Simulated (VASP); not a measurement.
Crystal: Bi2Te.

```xyz
6
Lattice="10.5393 0.0000 0.0000 -5.2697 9.1273 0.0000 0.0000 0.0000 3.0940" Properties=species:S:1:pos:R:3 pbc="T T T"
Bi    0.0000    0.0000    0.0000
Bi    5.2697    0.0000    1.5470
Bi   -2.6348    4.5637    1.5470
Bi    2.6348    4.5637    1.5470
Te    0.0000    6.0849    1.5470
Te    5.2697    3.0424    1.5470
```

The cell was generated, and may not be a known phase.

```yaml
Program: VASP 6.6.1
Task: relaxation of cell and atoms
Functional: PBE
Potentials_or_basis: VASP PAW PBE potentials, release 64 (Bi_d, Te)
Cutoff: 600 eV
k_mesh: 3 × 3 × 6
Occupations: gaussian, width 0.1 eV
Spin: no spin polarisation
```

At the start: pressure 1.6 GPa; volume 49.61 Å³/atom.

Q: Where does the relaxation end?

A: Over 5 steps the energy falls by 19.7 meV/atom and the volume is 53.13 Å³/atom (+7.1 %); space group P6/mmm (No. 191, to 0.1 Å) before and after.

Step by step:
```tsv
step	energy change (eV)	largest force (eV/Å)	pressure (GPa)	volume (Å³)
1	0.0000	0.0000	1.64	297.63
2	-0.1021	0.0000	-0.30	319.98
3	-0.1032	0.0000	-0.15	317.85
4	-0.1177	0.0000	0.04	318.98
5	-0.1184	0.0000	0.00	318.79
```

Final structure:
```yaml
crystal:
  lattice:
    - [10.89182, 0.00000, 0.00000]
    - [-5.44591, 9.43259, 0.00000]
    - [0.00000, 0.00000, 3.10299]
  atoms:
    - { symbol: Bi, position: [0.00000, 0.00000, 0.00000] }
    - { symbol: Bi, position: [0.50000, 0.00000, 0.50000] }
    - { symbol: Bi, position: [0.00000, 0.50000, 0.50000] }
    - { symbol: Bi, position: [0.50000, 0.50000, 0.50000] }
    - { symbol: Te, position: [0.33333, 0.66667, 0.50000] }
    - { symbol: Te, position: [0.66667, 0.33333, 0.50000] }
```
